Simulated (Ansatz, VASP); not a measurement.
## Two plane-wave programs on MoRu2

```
CELL_PARAMETERS angstrom
0.00000 2.94093 2.94093
2.94093 0.00000 2.94093
2.94093 2.94093 0.00000
ATOMIC_POSITIONS crystal
Mo 0.00000 0.00000 0.00000
Ru 0.75000 0.75000 0.75000
Ru 0.25000 0.25000 0.25000
```

Change from the starting cell: species swapped into the Ag2S type (Fm-3m, No. 225).

Alike in both runs: functional PBE; k mesh 14 × 14 × 14; occupations gaussian, width 0.1 eV; no spin polarisation.

Ansatz relaxed the structure, and its values are those at the end. VASP's run is a single point on that final structure, the one shown.

|  | VASP | Ansatz |
| --- | --- | --- |
| version | VASP 6.6.1 | Ansatz 0.2.0 |
| potentials or method | VASP PAW PBE potentials, release 64 (Mo_sv, Ru_pv), cutoff 520 eV | scalar-relativistic, plane waves, PAW |
| valence electrons in the cell | 42 | 46 |

|  | VASP | Ansatz | Ansatz less VASP |
| --- | --- | --- | --- |
| gap on the k mesh at the Fermi level (eV) | none | none | - |
| pressure (GPa) | 0.2 | 0.0 | -0.24 |

A gap of «none» marks a metal or a gap that the smearing closes. With one functional, cell and mesh, what is left measures potentials, basis and numerics. VASP's potentials hold 42 valence electrons a cell and Ansatz's 46, so a difference there can come from the potentials and not from the codes.
